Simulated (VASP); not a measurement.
Here is a VASP 6.6.1 calculation.

INCAR

```
SYSTEM = H
PREC = Accurate ; ENCUT = 520
EDIFF = 1E-6 ; ISMEAR = 0
SIGMA = 0.05 ; LREAL = .FALSE.
LASPH = .TRUE. ; NELM = 80
ALGO = Normal ; ISIF = 2
LWAVE = .FALSE. ; LCHARG = .TRUE.
GGA = PE ; IVDW = 12
LELF = .TRUE. ; LVHAR = .TRUE.
NBANDS = 6
```

File KPOINTS:

```
regular mesh
0
G
  10 10 26
  0 0 0
```

The input POSCAR:

```
H
1.0
    2.5171568020      0.0000000000      0.0000000000
    0.0000000000      2.5171568020      0.0000000000
    0.0000000000      0.0000000000      1.0050052430
H
1
Direct
    0.0000000000      0.0000000000      0.5000000000
```

Potentials or basis: VASP PAW PBE potentials, release 64 (H).

The run is started by

```sh
$ cat potpaw_PBE.64/H/POTCAR > POTCAR
$ mpirun -np 1 vasp_std > vasp.out
```

**Question.** Estimate the pressure.

**Answer.** -1.9 GPa.

**Question.** Predict the dispersion energy per atom.

**Answer.** -0.082 eV.

Stress tensor (GPa, compression positive):
```
 0.72  0.00  0.00
 0.00  0.72  0.00
 0.00  0.00 -7.28
```

Caveat: the cell differs from its parent crystal (strain -0.050 along x and y, +0.025 along z); pairwise dispersion overbinds metals, which lowers pressure and volume.
